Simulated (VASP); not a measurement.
A run of VASP 6.6.1:

File INCAR:

```
ALGO = Normal
EDIFF = 1E-7
ENCUT = 520
GGA = PE
ISIF = 2
ISMEAR = 0
ISPIN = 2
LASPH = True
LCHARG = False
LORBIT = 11
LREAL = False
LWAVE = False
MAGMOM = 0.5 0.5
NBANDS = 20
NELM = 150
PREC = Accurate
SIGMA = 0.05
```

The input KPOINTS:

```
k-points
0
Gamma
  1 1 24
```

File POSCAR:

```
InP
1.0
   11.2000000000      0.0000000000      0.0000000000
    0.0000000000      9.3000000000      0.0000000000
    0.0000000000      0.0000000000      2.6427330355
In P
1 1
Direct
    0.3998290207      0.5000000000      0.0000000000
    0.6001709793      0.5000000000      0.5000000000
```

Potentials or basis: VASP PAW PBE potentials, release 64 (In_d, P).

Run with:

```sh
$ cat potpaw_PBE.64/In_d/POTCAR potpaw_PBE.64/P/POTCAR > POTCAR
$ mpirun -np 1 vasp_std > vasp.out
```

Hardware: 1 thread of Intel(R) Xeon(R) 6975P-C (Granite Rapids) (shared host).

Task: How long does it take, and how much memory?

Result: Run time: 110 s on 1 thread of Intel(R) Xeon(R) 6975P-C (Granite Rapids) (shared host), peak memory 0.45 GiB. Counts: scf iterations 26, k points 13.
